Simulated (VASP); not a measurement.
Crystal: SrCl2.

```
Sr Cl
1.0
     0.00000    3.48550    3.48550
     3.48550    0.00000    3.48550
     3.48550    3.48550    0.00000
Sr Cl
1 2
Direct
  0.00000 0.00000 0.00000
  0.25000 0.25000 0.25000
  0.75000 0.75000 0.75000
```

```yaml
Program: VASP 6.6.1
Task: relaxation of cell and atoms
Functional: PBE
Potentials_or_basis: VASP PAW PBE potentials, release 64 (Sr_sv, Cl)
Cutoff: 600 eV
k_mesh: 6 × 6 × 6
Occupations: gaussian, width 0.02 eV
Spin: no spin polarisation
```

At the start: pressure 1.2 GPa; volume 28.23 Å³/atom.

Problem. How do energy, volume and symmetry change on relaxing?

Solution. Over 3 steps the energy falls by 3.5 meV/atom and the volume is 29.18 Å³/atom (+3.4 %); space group Fm-3m (No. 225, to 0.05 Å).

The path:
| step | energy change (eV) | largest force (eV/Å) | pressure (GPa) | volume (Å³) |
| --- | --- | --- | --- | --- |
| 1 | 0.0000 | 0.0000 | 1.21 | 84.69 |
| 2 | -0.0105 | 0.0000 | 0.09 | 87.32 |
| 3 | -0.0105 | 0.0000 | 0.00 | 87.55 |

Final structure:
```
CELL_PARAMETERS angstrom
0.00000 3.52436 3.52436
3.52436 0.00000 3.52436
3.52436 3.52436 0.00000
ATOMIC_POSITIONS crystal
Sr 0.00000 0.00000 0.00000
Cl 0.25000 0.25000 0.25000
Cl 0.75000 0.75000 0.75000
```
